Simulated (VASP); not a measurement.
KBr:

```
CELL_PARAMETERS angstrom
0.00000 3.30000 3.30000
3.30000 0.00000 3.30000
3.30000 3.30000 0.00000
ATOMIC_POSITIONS crystal
K 0.00000 0.00000 0.00000
Br 0.50000 0.50000 0.50000
```

| Property | Result |
| --- | --- |
| Program | VASP 6.6.1 |
| Task | relaxation of cell and atoms |
| Functional | RPBE |
| Potentials or basis | VASP PAW PBE potentials, release 64 (K_sv, Br) |
| Cutoff | 500 eV |
| k mesh | 6 × 6 × 6 |
| Occupations | gaussian, width 0.01 eV |
| Spin | no spin polarisation |

At the start: pressure 2.1 GPa; volume 35.94 Å³/atom.

Task: How do energy, volume and symmetry change on relaxing?

Result: Over 5 steps the energy falls by 32.7 meV/atom and the volume is 41.53 Å³/atom (+15.6 %); space group Fm-3m (No. 225, to 0.1 Å) before and after.

The path:
```tsv
step	energy change (eV)	largest force (eV/Å)	pressure (GPa)	volume (Å³)
1	0.0000	0.0000	2.15	71.87
2	-0.0486	0.0000	0.96	77.00
3	-0.0568	0.0000	-0.54	87.97
4	-0.0654	0.0000	-0.06	83.57
5	-0.0655	0.0000	0.01	83.05
```

Final structure:
```xyz
2
Lattice="0.0000 3.4629 3.4629 3.4629 0.0000 3.4629 3.4629 3.4629 0.0000" Properties=species:S:1:pos:R:3 pbc="T T T"
K     0.0000    0.0000    0.0000
Br    3.4629    3.4629    3.4629
```

Caveat: the volume moved by over 15 % at a fixed basis, so the end points are rough; the PAW data sets were made with another functional, which shifts forces and pressure a little.
